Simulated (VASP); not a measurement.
# Al3GaIr: single point with PBE

The system is Al3GaIr.

```
Al Ga Ir
1.0
     4.60277    0.00000    0.00000
     0.00000    4.60277    0.00000
     0.00000    0.00000    4.60277
Al Ga Ir
3 1 1
Direct
  0.00000 0.50000 0.00000
  0.00000 0.00000 0.50000
  0.50000 0.00000 0.00000
  0.00000 0.00000 0.00000
  0.50000 0.50000 0.50000
```

The cell was generated, and may not be a known phase.

```json
{
 "Program": "VASP 6.6.1",
 "Task": "single point",
 "Functional": "PBE",
 "Potentials or basis": "VASP PAW PBE potentials, release 64 (Al, Ga_d, Ir)",
 "Cutoff": "520 eV",
 "k mesh": "4 × 4 × 4",
 "Occupations": "gaussian, width 0.1 eV",
 "Spin": "no spin polarisation"
}
```

```yaml
Pressure: 0.0 GPa
Band_gap_on_the_k_mesh: zero (an odd number of electrons rules out a gap without spin polarisation)
```

Levels at points of the mesh, in eV from the Fermi level:
```csv
k point,band 12,band 13,band 14,band 15,band 16,band 17,band 18,band 19
"(0.00, 0.00, 0.00)",-2.95,-1.05,-1.05,-1.05,0.62,0.62,3.68,3.68
"(0.50, 0.00, 0.00)",-1.13,-0.97,-0.78,-0.42,-0.42,-0.13,0.56,0.56
"(0.50, 0.50, 0.00)",-1.69,-1.69,-0.81,-0.65,1.18,1.69,1.69,3.19
"(0.50, 0.50, 0.50)",-2.33,-1.48,-0.61,-0.61,-0.27,-0.27,-0.27,6.15
```

Run time: 17 s on 1 thread of Intel(R) Xeon(R) Platinum 8488C (Sapphire Rapids) (shared host), peak memory 0.21 GiB.

Caveat: spin-orbit coupling is left out, which moves the levels of the heavy elements.
